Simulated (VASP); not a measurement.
Input of a VASP 6.6.1 run:

INCAR

```
ALGO = Normal
EDIFF = 1E-6
ENCUT = 520
GGA = CA
ISIF = 2
ISMEAR = -1
LASPH = T
LCHARG = F
LREAL = F
LWAVE = F
NBANDS = 12
NELM = 80
PREC = Accurate
SIGMA = 0.1
```

Contents of KPOINTS:

```
k-points
0
Gamma
  13 13 13
```

POSCAR

```
In
1.0
    0.0000000000      2.2440520914      2.2440520914
    2.2440520914      0.0000000000      2.2440520914
    2.2440520914      2.2440520914      0.0000000000
In
1
Direct
    0.0000000000      0.0000000000      0.0000000000
```

Potentials or basis: VASP PAW LDA potentials, release 64 (In_d).

The run is started by

```sh
$ cat potpaw_LDA.64/In_d/POTCAR > POTCAR
$ mpirun -np 1 vasp_std > vasp.out
```

Predict the pressure.

5.4 GPa.
